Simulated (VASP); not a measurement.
# CsPbBr3 (Pm-3m) in VASP: settings compared

The runs below take CsPbBr3 through band structure, with HSE06, HSE03, PBE0.

Program: VASP 6.6.1. These are calculated values, not measurements. Logs are shortened: lines on timing, memory, paths and dates and some standing lists are left out, and cuts for length are marked.

### Step 1. The cell of the first run

It takes space group Pm-3m (No. 221, cubic). Conventional cell: a = 5.870 Å, b = 5.870 Å, c = 5.870 Å, α = 90.00°, β = 90.00°, γ = 90.00°. Within 3.9 Å of Pb (site symmetry m-3m) lie 6 Br at 2.94 Å. Cs (site symmetry m-3m) has 12 Br at 4.15 Å and 8 Pb at 5.08 Å within 5.4 Å. Within 3.9 Å of Br (site symmetry 4/mmm) lie 2 Pb at 2.94 Å.

### Step 2. Band structure, HSE06

POSCAR reads:

```
CsPbBr3
1.0
    5.8700000000      0.0000000000      0.0000000000
    0.0000000000      5.8700000000      0.0000000000
    0.0000000000      0.0000000000      5.8700000000
Pb Cs Br
1 1 3
Direct
    0.5000000000      0.5000000000      0.5000000000
    0.0000000000      0.0000000000      0.0000000000
    0.5000000000      0.5000000000      0.0000000000
    0.5000000000      0.0000000000      0.5000000000
    0.0000000000      0.5000000000      0.5000000000
```

INCAR.step1 reads:

```
SYSTEM = CsPbBr3
PREC = Accurate
ENCUT = 520
EDIFF = 1E-5
ISMEAR = 0
SIGMA = 0.02
LREAL = .False.
LASPH = .True.
NELM = 60
ALGO = Normal
ISIF = 2
LWAVE = .True.
LCHARG = .False.
NBANDS = 30
GGA = PE
KPAR = 4
```

INCAR.step2 reads:

```
SYSTEM = CsPbBr3
PREC = Accurate
ENCUT = 520
EDIFF = 1E-6
ISMEAR = 0
SIGMA = 0.02
LREAL = .False.
LASPH = .True.
NELM = 60
ALGO = Normal
ISIF = 2
LWAVE = .False.
LCHARG = .False.
GGA = PE
LHFCALC = .True.
HFSCREEN = 0.2
PRECFOCK = Fast
NBANDS = 30
ISTART = 1
KPAR = 4
```

KPOINTS reads:

```
regular mesh
0
Gamma
  4 4 4
  0 0 0
```

KPOINTS_OPT reads:

```
path GXMGRX,MR
8
line-mode
reciprocal
 0.0000000000  0.0000000000  0.0000000000  G
 0.0000000000  0.5000000000  0.0000000000  X

 0.0000000000  0.5000000000  0.0000000000  X
 0.5000000000  0.5000000000  0.0000000000  M

 0.5000000000  0.5000000000  0.0000000000  M
 0.0000000000  0.0000000000  0.0000000000  G

 0.0000000000  0.0000000000  0.0000000000  G
 0.5000000000  0.5000000000  0.5000000000  R

 0.5000000000  0.5000000000  0.5000000000  R
 0.0000000000  0.5000000000  0.0000000000  X

 0.5000000000  0.5000000000  0.0000000000  M
 0.5000000000  0.5000000000  0.5000000000  R
```

Potentials or basis: VASP PAW PBE potentials, release 64 (Pb_d, Cs_sv, Br).

The run is started by

```console
> cat potpaw_PBE.64/Pb_d/POTCAR potpaw_PBE.64/Cs_sv/POTCAR potpaw_PBE.64/Br/POTCAR > POTCAR
> cp INCAR.step1 INCAR
> mpirun -np 4 vasp_std > vasp.out
> cp INCAR.step2 INCAR
> mpirun -np 4 vasp_std > vasp.out
```

OUTCAR:

```text
SYSTEM = CsPbBr3
   PREC = Accurate
   ENCUT = 520
   EDIFF = 1E-6
   ISMEAR = 0
   LREAL = .False.
   LASPH = .True.
   NELM = 60
   ISIF = 2
   GGA = PE
   LHFCALC = .True.
   HFSCREEN = 0.2
   PRECFOCK = Fast
   ISTART = 1

 ion  position               nearest neighbor table
   1  0.500  0.500  0.500-   3 2.94   4 2.94   5 2.94   3 2.94   4 2.94   5 2.94
   2  0.000  0.000  0.000-
   3  0.500  0.500  0.000-   1 2.94   1 2.94
   4  0.500  0.000  0.500-   1 2.94   1 2.94
   5  0.000  0.500  0.500-   1 2.94   1 2.94

  LATTYP: Found a simple cubic cell.
 ALAT       =     5.8700000000

  Lattice vectors:

 A1 = (   5.8700000000,   0.0000000000,   0.0000000000)
 A2 = (   0.0000000000,   5.8700000000,   0.0000000000)
 A3 = (   0.0000000000,   0.0000000000,   5.8700000000)

Analysis of symmetry for initial positions (statically):
=====================================================================
 Subroutine PRICEL returns:
 Original cell was already a primitive cell.

 Routine SETGRP: Setting up the symmetry group for a
 simple cubic supercell.

 Subroutine GETGRP returns: Found 48 space group operations
 (whereof 48 operations were pure point group operations)
 out of a pool of 48 trial point group operations.

The static configuration has the point symmetry O_h .

Analysis of symmetry for dynamics (positions and initial velocities):
=====================================================================
 Subroutine PRICEL returns:
 Original cell was already a primitive cell.

 Routine SETGRP: Setting up the symmetry group for a
 simple cubic supercell.

 Subroutine GETGRP returns: Found 48 space group operations
 (whereof 48 operations were pure point group operations)
 out of a pool of 48 trial point group operations.

The dynamic configuration has the point symmetry O_h .

 Subroutine INISYM returns: Found 48 space group operations
 (whereof 48 operations are pure point group operations),
 and found     1 'primitive' translations

----------------------------------------------------------------------------------------

                                     Primitive cell

  volume of cell :     202.2620

  direct lattice vectors                    reciprocal lattice vectors
     5.870000000  0.000000000  0.000000000     0.170357751  0.000000000  0.000000000
[... 86 lines left out ...]
   TEBEG  =    0.0;   TEEND  =   0.0 temperature during run
   PSTRESS=    0.0 pullay stress
   NELECT =      44.0000    total number of electrons
   NUPDOWN=      -1.0000    fix difference up-down
   EMIN   =  10.00;   EMAX   =-10.00  energy-range for DOS
   EFERMI =   0.00;   METHOD = LEGACY
   ISMEAR =     0;   SIGMA  =   0.02  broadening in eV -4-tet -1-fermi 0-gaus
   EFERMI_NEDOS =   21; number of points for ismear=-14 and -15
   IALGO  =     38    algorithm
   IMIX   =      1    mixing-type and parameters
     AMIX     =   0.40;   BMIX     =  1.00
     AMIX_MAG =   1.60;   BMIX_MAG =  1.00
  volume/ion in A,a.u.               =      40.45       272.99
  Fermi-wavevector in a.u.,A,eV,Ry     =   0.984587  1.860600 13.189657  0.969412
  Thomas-Fermi vector in A             =   2.115831
   LORBIT       =      0    0 simple, 1 ext, 2 COOP (PROOUT), +10 PAW based schemes
   GGA     = PE    functional components
   LHFCALC =     T    Hartree Fock is set to
   PRECFOCK=fast      Normal, Fast or Accurate (Low or Medium for compatibility)
   ENCUT4O =  -1.0   cutoff for four orbital integrals eV
   NKREDX  =     1    reduce k-point grid by
   NKREDY  =     1    reduce k-point grid by
   NKREDZ  =     1    reduce k-point grid by
   AEXX    =    0.2500 exact exchange contribution
   HFSCREEN=    0.2000 screening length (either q_TF or 0.3 A-1)
   HFSCREENC=   0.2000 screening length for correlation (either q_TF or 0.3 A-1)
   ENCUTFOCK=  -1.0 apply spherical cutoff to Coloumb kernel
   IVDW    =     0    specifies the selected vdW correction
   LEPSILON=     F    determine dielectric tensor
   LRPA    =     F    only Hartree local field effects (RPA)
 non-spin polarized calculation
 Gauss-broadening in eV      SIGMA  =   0.02
  energy-cutoff  :      520.00
  volume of cell :      202.26
 maximum number of plane-waves:      5520
 NGX is ok and might be reduce to    48
  NGX = 24; NGY = 24; NGZ = 24

 number of electron      44.0000000 magnetization

 Free energy of the ion-electron system (eV)
  ---------------------------------------------------
  ext. energy  EPLUGINS =         0.00000000
  ---------------------------------------------------
  free energy    TOTEN  =       -18.87165694 eV

  energy without entropy =      -18.87165694  energy(sigma->0) =      -18.87165694

 E-fermi :   1.1089     XC(G=0):  -6.3934

 val. band max:        0.9337613194   @ k =   0.5000   0.5000   0.5000
 cond. band min:       3.0646496179   @ k =   0.5000   0.5000   0.5000
 fundamental gap:      2.1308882985
 Fermi energy:         1.1088717291

 k-point     1 :       0.0000    0.0000    0.0000
  band No.  band energies     occupation
      1     -22.3272      2.00000
      2     -17.7226      2.00000
      3     -17.7226      2.00000
      4     -17.5387      2.00000
      5     -17.5387      2.00000
      6     -17.5387      2.00000
[... 319 lines left out ...]
     29       6.8910      0.00000
     30       8.1836      0.00000

------------------------ aborting loop because EDIFF is reached ----------------------------------------

  FORCE on cell =-STRESS in cart. coord.  units (eV):
  Direction    XX          YY          ZZ          XY          YZ          ZX
  --------------------------------------------------------------------------------------
  -------------------------------------------------------------------------------------
  Total        1.4133149      1.4133149      1.4133149     -0.0000000      0.0000000     -0.0000000
  in kB       11.1952865     11.1952865     11.1952865     -0.0000000      0.0000000     -0.0000000
  external PRESSURE =      11.1952865 kB  Pullay stress =       0.0000000 kB

 VOLUME and BASIS-vectors are now :
 -----------------------------------------------------------------------------
  energy-cutoff  :      520.00
  volume of cell :      202.26
      direct lattice vectors                 reciprocal lattice vectors
     5.870000000  0.000000000  0.000000000     0.170357751  0.000000000  0.000000000
     0.000000000  5.870000000  0.000000000     0.000000000  0.170357751  0.000000000
     0.000000000  0.000000000  5.870000000     0.000000000  0.000000000  0.170357751

 POSITION                                       TOTAL-FORCE (eV/Angst)
 -----------------------------------------------------------------------------------
      2.93500      2.93500      2.93500         0.000000      0.000000      0.000000
      0.00000      0.00000      0.00000         0.000000      0.000000      0.000000
      2.93500      2.93500      0.00000         0.000000      0.000000      0.000000
      2.93500      0.00000      2.93500         0.000000      0.000000      0.000000
      0.00000      2.93500      2.93500         0.000000      0.000000      0.000000
 -----------------------------------------------------------------------------------
    total drift:                               -0.000003     -0.000002     -0.000002

  FREE ENERGIE OF THE ION-ELECTRON SYSTEM (eV)
  ---------------------------------------------------
  free  energy   TOTEN  =       -18.8716569423 eV

  energy  without entropy=      -18.8716569423  energy(sigma->0) =      -18.87165694
```

OSZICAR.step1:

```text
N       E                     dE             d eps       ncg     rms          rms(c)
DAV:   1     0.389908794838E+03    0.38991E+03   -0.18615E+04   600   0.129E+03
DAV:   2     0.293263289100E+02   -0.36058E+03   -0.34588E+03   732   0.296E+02
DAV:   3    -0.148527893464E+02   -0.44179E+02   -0.43824E+02   754   0.111E+02
DAV:   4    -0.163261355885E+02   -0.14733E+01   -0.14692E+01   726   0.267E+01
DAV:   5    -0.163748112970E+02   -0.48676E-01   -0.48656E-01   768   0.433E+00    0.428E+00
DAV:   6    -0.158400430321E+02    0.53477E+00   -0.82416E-01   880   0.887E+00    0.248E+00
DAV:   7    -0.157947728873E+02    0.45270E-01   -0.46661E-01   890   0.372E+00    0.101E+00
DAV:   8    -0.158047286936E+02   -0.99558E-02   -0.57791E-02   738   0.193E+00    0.182E-01
DAV:   9    -0.158044395732E+02    0.28912E-03   -0.79653E-03   894   0.727E-01    0.105E-01
DAV:  10    -0.158047261675E+02   -0.28659E-03   -0.94835E-04   686   0.156E-01    0.489E-02
DAV:  11    -0.158048033154E+02   -0.77148E-04   -0.19821E-04   746   0.113E-01    0.974E-03
DAV:  12    -0.158048061420E+02   -0.28266E-05   -0.35922E-05   720   0.501E-02
   1 F= -.15804806E+02 E0= -.15804806E+02  d E =-.380875E-18
```

Run time: 70 min. Hardware: 4 MPI ranks of Intel Xeon Platinum 8259CL at 2.50GHz (Skylake/Cascade Lake), shared host; peak memory 0.62 GiB.

Results:

- Free energy: -18.8717 eV
- Pressure: 1.1 GPa
- Band gap on the k mesh: 2.13 eV
- Band gap along the path: 2.13 eV

Levels at the corners of the path, in eV from the valence-band top:
```tsv
point	band 18	band 19	band 20	band 21	band 22	band 23	band 24	band 25	band 26	band 27
Γ	-2.69	-2.69	-2.55	-2.55	-2.55	3.67	4.77	4.77	5.57	5.57
X	-2.85	-2.82	-2.67	-2.67	-1.69	3.22	5.16	5.75	5.85	6.16
X	-2.85	-2.82	-2.67	-2.67	-1.69	3.22	5.16	5.75	5.85	6.16
M	-2.92	-2.92	-2.72	-2.18	-0.82	2.71	2.71	5.68	5.96	6.37
M	-2.92	-2.92	-2.72	-2.18	-0.82	2.71	2.71	5.68	5.96	6.37
Γ	-2.69	-2.69	-2.55	-2.55	-2.55	3.67	4.77	4.77	5.57	5.57
Γ	-2.69	-2.69	-2.55	-2.55	-2.55	3.67	4.77	4.77	5.57	5.57
R	-2.72	-2.17	-2.17	-2.17	0.00	2.13	2.13	2.13	5.20	5.96
R	-2.72	-2.17	-2.17	-2.17	0.00	2.13	2.13	2.13	5.20	5.96
X	-2.85	-2.82	-2.67	-2.67	-1.69	3.22	5.16	5.75	5.85	6.16
M	-2.92	-2.92	-2.72	-2.18	-0.82	2.71	2.71	5.68	5.96	6.37
R	-2.72	-2.17	-2.17	-2.17	0.00	2.13	2.13	2.13	5.20	5.96
```

Caveat: the PAW data sets were made with another functional, which shifts forces and pressure a little; spin-orbit coupling is left out, which moves the levels of the heavy elements.

### Step 3. Band structure, HSE03

POSCAR is that of step 2.

INCAR.step1 is that of step 2.

Changes to INCAR.step2 since step 2:

```diff
@@ -15,3 +15,3 @@
 LHFCALC = .True.
-HFSCREEN = 0.2
+HFSCREEN = 0.3
 PRECFOCK = Fast
```

KPOINTS is that of step 2.

KPOINTS_OPT is that of step 2.

Potentials or basis: VASP PAW PBE potentials, release 64 (Pb_d, Cs_sv, Br).

The run is started by

```console
> cat potpaw_PBE.64/Pb_d/POTCAR potpaw_PBE.64/Cs_sv/POTCAR potpaw_PBE.64/Br/POTCAR > POTCAR
> cp INCAR.step1 INCAR
> mpirun -np 4 vasp_std > vasp.out
> cp INCAR.step2 INCAR
> mpirun -np 4 vasp_std > vasp.out
```

Wall time 73 min (4 MPI ranks of Intel Xeon Platinum 8259CL at 2.50GHz (Skylake/Cascade Lake), shared host); peak memory 0.62 GiB.

It converged, with:

| Item | Value |
| --- | --- |
| Free energy | -18.2679 eV |
| Pressure | 1.1 GPa |
| Band gap on the k mesh | 1.96 eV |
| Band gap along the path | 1.96 eV |

Levels at the corners of the path, in eV from the valence-band top:
| point | band 19 | band 20 | band 21 | band 22 | band 23 | band 24 | band 25 | band 26 |
| --- | --- | --- | --- | --- | --- | --- | --- | --- |
| Γ | -2.62 | -2.48 | -2.48 | -2.48 | 3.48 | 4.58 | 4.58 | 5.36 |
| X | -2.75 | -2.60 | -2.60 | -1.66 | 3.04 | 4.96 | 5.55 | 5.64 |
| X | -2.75 | -2.60 | -2.60 | -1.66 | 3.04 | 4.96 | 5.55 | 5.64 |
| M | -2.85 | -2.67 | -2.12 | -0.81 | 2.53 | 2.53 | 5.47 | 5.74 |
| M | -2.85 | -2.67 | -2.12 | -0.81 | 2.53 | 2.53 | 5.47 | 5.74 |
| Γ | -2.62 | -2.48 | -2.48 | -2.48 | 3.48 | 4.58 | 4.58 | 5.36 |
| Γ | -2.62 | -2.48 | -2.48 | -2.48 | 3.48 | 4.58 | 4.58 | 5.36 |
| R | -2.10 | -2.10 | -2.10 | 0.00 | 1.96 | 1.96 | 1.96 | 5.00 |
| R | -2.10 | -2.10 | -2.10 | 0.00 | 1.96 | 1.96 | 1.96 | 5.00 |
| X | -2.75 | -2.60 | -2.60 | -1.66 | 3.04 | 4.96 | 5.55 | 5.64 |
| M | -2.85 | -2.67 | -2.12 | -0.81 | 2.53 | 2.53 | 5.47 | 5.74 |
| R | -2.10 | -2.10 | -2.10 | 0.00 | 1.96 | 1.96 | 1.96 | 5.00 |

Caveat: the PAW data sets were made with another functional, which shifts forces and pressure a little; spin-orbit coupling is left out, which moves the levels of the heavy elements.

### Step 4. Band structure, PBE0

POSCAR is that of step 3.

INCAR.step1 is that of step 3.

Changes to INCAR.step2 since step 3:

```diff
@@ -15,3 +15,3 @@
 LHFCALC = .True.
-HFSCREEN = 0.3
+AEXX = 0.25
 PRECFOCK = Fast
@@ -19,2 +19,3 @@
 ISTART = 1
+HFRCUT = -1
 KPAR = 4
```

KPOINTS is that of step 3.

KPOINTS_OPT is that of step 3.

The run is started by

```console
> cat potpaw_PBE.64/Pb_d/POTCAR potpaw_PBE.64/Cs_sv/POTCAR potpaw_PBE.64/Br/POTCAR > POTCAR
> cp INCAR.step1 INCAR
> mpirun -np 4 vasp_std > vasp.out
> cp INCAR.step2 INCAR
> mpirun -np 4 vasp_std > vasp.out
```

Wall time 63 min (4 MPI ranks of Intel Xeon Platinum 8259CL at 2.50GHz (Skylake/Cascade Lake), shared host); peak memory 0.52 GiB.

It converged, with:

```yaml
Free_energy: -20.4586 eV
Pressure: 1.1 GPa
Band_gap_on_the_k_mesh: 2.76 eV
Band_gap_along_the_path: 2.76 eV
```

Levels at the corners of the path, in eV from the valence-band top:
```
point  band 20  band 21  band 22  band 23  band 24  band 25
    Γ    -2.60    -2.60    -2.60     4.31     5.43     5.43
    X    -2.73    -2.73    -1.72     3.87     5.83     6.40
    X    -2.73    -2.73    -1.72     3.87     5.83     6.40
    M    -2.77    -2.23    -0.84     3.35     3.35     6.36
    M    -2.77    -2.23    -0.84     3.35     3.35     6.36
    Γ    -2.60    -2.60    -2.60     4.31     5.43     5.43
    Γ    -2.60    -2.60    -2.60     4.31     5.43     5.43
    R    -2.22    -2.22     0.00     2.76     2.76     2.76
    R    -2.22    -2.22     0.00     2.76     2.76     2.76
    X    -2.73    -2.73    -1.72     3.87     5.83     6.40
    M    -2.77    -2.23    -0.84     3.35     3.35     6.36
    R    -2.22    -2.22     0.00     2.76     2.76     2.76
```

Caveat: the PAW data sets were made with another functional, which shifts forces and pressure a little; spin-orbit coupling is left out, which moves the levels of the heavy elements.

### Step 5. The runs side by side

```tsv
level	screening parameter	exchange at q = 0	gap on the mesh (eV)	pressure (GPa)
HSE06	0.2 1/Å	-	2.13	1.1
HSE03	0.3 1/Å	-	1.96	1.1
PBE0	-	truncated	2.76	1.1
```

Alike in all rows: task band structure; potentials or basis VASP PAW PBE potentials, release 64 (Pb_d, Cs_sv, Br); no spin polarisation; cell as given; k mesh 4 × 4 × 4; cutoff (eV) 520; smearing gaussian 0.02 eV.

On the cell as given the gap runs from 1.96 eV (HSE03) to 2.76 eV (PBE0).

Caveats: the PAW data sets were made with another functional, which shifts forces and pressure a little; spin-orbit coupling is left out, which moves the levels of the heavy elements.

Total energies depend on the potentials used, so only differences within one code and one set of settings carry meaning.
